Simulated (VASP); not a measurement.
Write the native input for VASP 6.6.1 that does the following.

```
Task                   : single point
Functional             : PBE
Potentials or basis    : VASP PAW PBE potentials, release 64 (Al)
Cutoff                 : 520 eV
k mesh                 : 20 × 20 × 20
Occupations            : gaussian, width 0.15 eV
Spin                   : no spin polarisation
Dipole correction      : no
Further INCAR settings : ALGO = Fast; EDIFF = 1e-06; NBANDS = 8
```

The structure of Al lies in POSCAR:

```
Al
1.0
    0.0000000000      1.9936203000      1.9632606000
    1.9936203000      0.0000000000      1.9632606000
    1.9936203000      1.9936203000      0.0000000000
Al
1
Direct
    0.0000000000      0.0000000000      0.0000000000
```

This cell differs from its parent crystal: strain -0.015 along x and y, -0.030 along z.

One way to write it, as run:

INCAR

```
ALGO = Fast ; EDIFF = 1E-6
ENCUT = 520 ; GGA = PE
ISIF = 2 ; ISMEAR = 0
LASPH = T ; LCHARG = T
LELF = T ; LREAL = F
LVHAR = T ; LWAVE = F
NBANDS = 8 ; NELM = 60
PREC = Accurate ; SIGMA = 0.15
```

KPOINTS

```
k-points
0
Gamma
  20 20 20
```

Potentials or basis: VASP PAW PBE potentials, release 64 (Al).

Run with:

```bash
$ cat potpaw_PBE.64/Al/POTCAR > POTCAR
$ mpirun -np 1 vasp_std > vasp.out
```

Results of the run:

```
Pressure               : 4.8 GPa
Band gap on the k mesh : zero (an odd number of electrons rules out a gap without spin polarisation)
```

Caveat: the cell differs from its parent crystal (strain -0.015 along x and y, -0.030 along z); the cell stands under pressure.

Run time: 86 s on 1 thread of Intel Xeon 8259CL (shared host), peak memory 0.19 GiB.
